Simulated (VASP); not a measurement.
**RbBr: single point with PBE**

The system is RbBr.

```xyz
2
Lattice="0.0281 3.4716 3.4716 3.4716 0.0281 3.4716 3.4716 3.4716 0.0281" Properties=species:S:1:pos:R:3 pbc="T T T"
Rb    0.0000    0.0000    0.0000
Br    3.4857    3.4857    3.4857
```

This cell differs from its parent crystal: epitaxial 111 strain -0.5%.

```yaml
Program: VASP 6.6.1
Task: single point
Functional: PBE
Potentials_or_basis: VASP PAW PBE potentials, release 64 (Rb_sv, Br)
Cutoff: 520 eV
k_mesh: 4 × 4 × 4
Occupations: gaussian, width 0.01 eV
Spin: no spin polarisation
```

```
Pressure               : 0.6 GPa
Band gap on the k mesh : 4.29 eV
```

Levels at points of the mesh, in eV from the valence-band top:
```tsv
k point	band 6	band 7	band 8	band 9	band 10	band 11
(0.00, 0.00, 0.00)	-0.02	0.00	0.00	4.29	7.20	7.29
(0.50, 0.00, 0.00)	-0.95	-0.35	-0.33	6.74	7.63	9.37
(0.50, 0.50, 0.00)	-0.47	-0.17	-0.16	5.63	7.02	9.06
(0.50, 0.50, 0.50)	-0.95	-0.32	-0.32	6.73	7.58	9.37
```

Run time: 42 s on 1 thread of AMD EPYC 7R13, with other jobs on the host, peak memory 0.2 GiB.

Caveat: the cell differs from its parent crystal (epitaxial 111 strain -0.5%).
